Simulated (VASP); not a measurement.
Runs of VASP 6.6.1 on Si. The structure is that of space group Fd-3m (No. 227), or close to it. The cells are those of the table. 

| task | cell | cutoff (eV) | gap on the mesh (eV) | pressure (GPa) |
| --- | --- | --- | --- | --- |
| relaxation of cell and atoms | relaxed to 10 GPa from a = 3.850 Å, angles 60.0, 60.0, 90.0°, 2 atoms | 600 | 0.68 | 10.0 |
| single point | a = 3.801 Å, angles 60.0, 60.0, 90.0°, 2 atoms | 520 | 0.76 | 3.8 |
| relaxation of cell and atoms | relaxed to 15 GPa from a = 3.850 Å, angles 60.0, 60.0, 90.0°, 2 atoms | 600 | (a) | 15.0 |
| single point | a = 3.877 Å, angles 60.0, 60.0, 90.0°, 2 atoms | 520 | (b) | -2.2 |
| single point | a = 3.740 Å, angles 60.0, 60.0, 90.0°, 2 atoms | 520 | 0.68 | 9.8 |
| relaxation of cell and atoms | relaxed to 4 GPa from a = 3.850 Å, angles 60.0, 60.0, 90.0°, 2 atoms | 600 | 0.76 | 4.0 |

Alike in all rows: level r2SCAN; potentials or basis VASP PAW PBE potentials, release 64 (Si); no spin polarisation; k mesh 8 × 8 × 8; smearing gaussian 0.01 eV.

Problem. Estimate the missing entries.

Solution. (a) 0.61; (b) 0.86.

Caveats: the PAW data sets were made with another functional, which shifts forces and pressure a little; the cell is relaxed towards a set pressure, so the enthalpy falls and the energy may rise (some runs).

A k mesh can miss the band edges.
